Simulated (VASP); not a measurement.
# SiGe4 in VASP: notebook

Runs on SiGe4. Level: PBE. Tasks: single point.

Everything below comes from runs of VASP 6.6.1. Logs are shortened: lines on timing, memory, paths and dates and some standing lists are left out, and cuts for length are marked.

### Step 1. The cell of the first run

The cell holds a slab with vacuum, 5 atoms: a = 4.074 Å, b = 4.074 Å, c = 19.856 Å, α = 90.00°, β = 90.00°, γ = 90.00°.

### Step 2. Single point, PBE

The input, INCAR:

```
ALGO     = Normal         # electronic algorithm
DIPOL    = 0.5 0.5 0.357
EDIFF    = 1E-6           # SCF threshold, eV
ENCUT    = 520            # plane-wave cutoff, eV
GGA      = PE             # functional
IDIPOL   = 3            
ISIF     = 2              # what is computed and relaxed
ISMEAR   = 0              # smearing method
LASPH    = True           # aspherical terms in the spheres
LCHARG   = False          # write CHGCAR
LDIPOL   = True         
LREAL    = False          # projectors in reciprocal space
LWAVE    = False          # write WAVECAR
NBANDS   = 38             # bands
NELM     = 60             # most SCF steps
PREC     = Accurate       # precision mode
SIGMA    = 0.1            # smearing width, eV
```

The input, KPOINTS:

```
k-points
0
Gamma
  7 7 1
```

The input, POSCAR:

```
SiGe4
1.0
    4.0740542171      0.0000000000      0.0000000000
    0.0000000000      4.0740542171      0.0000000000
    0.0000000000      0.0000000000     19.8557569412
Ge Si
4 1
Direct
    0.0000000000      0.5000000000      0.2014529092
    0.0000000000      0.0000000000      0.2739958843
    0.5000000000      0.0000000000      0.3493666172
    0.5000000000      0.5000000000      0.4208228861
    0.5000000000      0.5000000000      0.5386649462
```

Potentials or basis: VASP PAW PBE potentials, release 64 (Ge_d, Si).

Command:

```
> cat potpaw_PBE.64/Ge_d/POTCAR potpaw_PBE.64/Si/POTCAR > POTCAR
> mpirun -np 1 vasp_std > vasp.out
```

OUTCAR:

```text
EDIFF = 1E-6
   ENCUT = 520
   GGA = PE
   ISIF = 2
   ISMEAR = 0
   LASPH = True
   LREAL = False
   NELM = 60
   PREC = Accurate

 ion  position               nearest neighbor table
   1  0.000  0.500  0.201-   2 2.49   2 2.49
   2  0.000  0.000  0.274-   1 2.49   1 2.49   3 2.53   3 2.53
   3  0.500  0.000  0.349-   4 2.48   4 2.48   2 2.53   2 2.53
   4  0.500  0.500  0.421-   5 2.34   3 2.48   3 2.48
   5  0.500  0.500  0.539-   4 2.34

  LATTYP: Found a simple tetragonal cell.
 ALAT       =     4.0740542171
 C/A-ratio  =     4.8737095490

  Lattice vectors:

 A1 = (   4.0740542171,   0.0000000000,   0.0000000000)
 A2 = (   0.0000000000,   4.0740542171,   0.0000000000)
 A3 = (   0.0000000000,   0.0000000000,  19.8557569412)

Analysis of symmetry for initial positions (statically):
=====================================================================
 Subroutine PRICEL returns:
 Original cell was already a primitive cell.

 Routine SETGRP: Setting up the symmetry group for a
 simple tetragonal supercell.

 Subroutine GETGRP returns: Found  4 space group operations
 (whereof  4 operations were pure point group operations)
 out of a pool of 16 trial point group operations.

The static configuration has the point symmetry C_2v.

Analysis of symmetry for dynamics (positions and initial velocities):
=====================================================================
 Subroutine PRICEL returns:
 Original cell was already a primitive cell.

 Routine SETGRP: Setting up the symmetry group for a
 simple tetragonal supercell.

 Subroutine GETGRP returns: Found  4 space group operations
 (whereof  4 operations were pure point group operations)
 out of a pool of 16 trial point group operations.

The dynamic configuration has the point symmetry C_2v.

 Subroutine INISYM returns: Found  4 space group operations
 (whereof  4 operations are pure point group operations),
 and found     1 'primitive' translations

----------------------------------------------------------------------------------------

                                     Primitive cell

  volume of cell :     329.5642

  direct lattice vectors                    reciprocal lattice vectors
     4.074054217  0.000000000  0.000000000     0.245455742  0.000000000  0.000000000
     0.000000000  4.074054217  0.000000000     0.000000000  0.245455742  0.000000000
     0.000000000  0.000000000 19.855756941     0.000000000  0.000000000  0.050363227

  length of vectors
[... 87 lines left out ...]
   POTIM  = 0.5000    time-step for ionic-motion
   TEBEG  =    0.0;   TEEND  =   0.0 temperature during run
   PSTRESS=    0.0 pullay stress
   NELECT =      60.0000    total number of electrons
   NUPDOWN=      -1.0000    fix difference up-down
   EMIN   =  10.00;   EMAX   =-10.00  energy-range for DOS
   EFERMI =   0.00;   METHOD = LEGACY
   ISMEAR =     0;   SIGMA  =   0.10  broadening in eV -4-tet -1-fermi 0-gaus
   EFERMI_NEDOS =   21; number of points for ismear=-14 and -15
   IALGO  =     38    algorithm
   IMIX   =      4    mixing-type and parameters
     AMIX     =   0.40;   BMIX     =  1.00
     AMIX_MAG =   1.60;   BMIX_MAG =  1.00
  volume/ion in A,a.u.               =      65.91       444.80
  Fermi-wavevector in a.u.,A,eV,Ry     =   0.927852  1.753385 11.713375  0.860909
  Thomas-Fermi vector in A             =   2.053966
   LORBIT       =      0    0 simple, 1 ext, 2 COOP (PROOUT), +10 PAW based schemes
   GGA     = PE    functional components
   LHFCALC =     F    Hartree Fock is set to
   AEXX    =    0.0000 exact exchange contribution
   IVDW    =     0    specifies the selected vdW correction
   LEPSILON=     F    determine dielectric tensor
   LRPA    =     F    only Hartree local field effects (RPA)
 non-spin polarized calculation
 Gauss-broadening in eV      SIGMA  =   0.10
  energy-cutoff  :      520.00
  volume of cell :      329.56
 maximum number of plane-waves:      8917
   NGX = 15   NGY = 15   NGZ = 73

 dipolmoment           0.000000      0.000000      0.084299 electrons x Angstroem

 number of electron      59.9999944 magnetization

 dipolmoment           0.000000      0.000000     -0.005839 electrons x Angstroem

 Free energy of the ion-electron system (eV)
  ---------------------------------------------------
  ext. energy  EPLUGINS =         0.00000000
  ---------------------------------------------------
  free energy    TOTEN  =       -19.17005598 eV

  energy without entropy =      -19.15387117  energy(sigma->0) =      -19.16196358

 E-fermi :  -1.7006     XC(G=0):  -4.5124

 val. band max:       -1.7266552484   @ k =   0.4286   0.0000   0.0000
 cond. band min:      -1.6974802210   @ k =   0.4286   0.1429   0.0000
 fundamental gap:      0.0291750274
 Fermi energy:        -1.7005914334

 k-point     1 :       0.0000    0.0000    0.0000
  band No.  band energies     occupation
      1     -26.0730      2.00000
      2     -26.0583      2.00000
      3     -26.0207      2.00000
      4     -25.9992      2.00000
      5     -25.9901      2.00000
      6     -25.9629      2.00000
[... 645 lines left out ...]
     37       3.0670      0.00000
     38       3.4175      0.00000

------------------------ aborting loop because EDIFF is reached ----------------------------------------

 vacuum level on the upper side and lower side of the slab       (xc-potential included)        -0.179        -0.074

  FORCE on cell =-STRESS in cart. coord.  units (eV):
  Direction    XX          YY          ZZ          XY          YZ          ZX
  --------------------------------------------------------------------------------------
  -------------------------------------------------------------------------------------
  Total       -3.5632682     -1.7913443      0.2954903      0.0000000      0.0000000      0.0000000
  in kB      -17.3228380     -8.7086250      1.4365268      0.0000000      0.0000000      0.0000000
  external PRESSURE =      -8.1983121 kB  Pullay stress =       0.0000000 kB

 VOLUME and BASIS-vectors are now :
 -----------------------------------------------------------------------------
  energy-cutoff  :      520.00
  volume of cell :      329.56
      direct lattice vectors                 reciprocal lattice vectors
     4.074054217  0.000000000  0.000000000     0.245455742  0.000000000  0.000000000
     0.000000000  4.074054217  0.000000000     0.000000000  0.245455742  0.000000000
     0.000000000  0.000000000 19.855756941     0.000000000  0.000000000  0.050363227

 POSITION                                       TOTAL-FORCE (eV/Angst)
 -----------------------------------------------------------------------------------
      0.00000      2.03703      4.00000         0.000000      0.000000     -0.226599
      0.00000      0.00000      5.44040         0.000000      0.000000      0.228199
      2.03703      0.00000      6.93694         0.000000      0.000000     -0.027364
      2.03703      2.03703      8.35576         0.000000      0.000000      0.039428
      2.03703      2.03703     10.69560         0.000000      0.000000     -0.013663
 -----------------------------------------------------------------------------------
    total drift:                                0.000000     -0.000000      0.002524

  FREE ENERGIE OF THE ION-ELECTRON SYSTEM (eV)
  ---------------------------------------------------
  free  energy   TOTEN  =       -19.1700559809 eV

  energy  without entropy=      -19.1538711747  energy(sigma->0) =      -19.16196358

 vacuum level on the upper side and lower side of the slab         3.195         3.327
```

Wall time 3.4 min (1 thread of AMD EPYC 9R45 (Zen 5), shared host); peak memory 0.42 GiB.

Results:

- Free energy: -19.1701 eV
- Largest force: 0.228 eV/Å
- Band gap on the k mesh: zero (band 30 reaches -0.87 eV, above the bottom of band 31 at -1.98 eV)

Forces on the atoms (eV/Å):
```
Ge   0.000  0.000 -0.227
Ge   0.000  0.000  0.228
Ge   0.000  0.000 -0.027
Ge   0.000  0.000  0.039
Si   0.000  0.000 -0.014
```

Levels at points of the mesh, in eV from the Fermi level:
```tsv
k point	band 27	band 28	band 29	band 30	band 31	band 32	band 33	band 34
(0.00, 0.00, 0.00)	-1.47	-0.45	-0.27	0.74	1.72	1.84	1.85	2.05
```

(Part 1 of 2 ends here.)
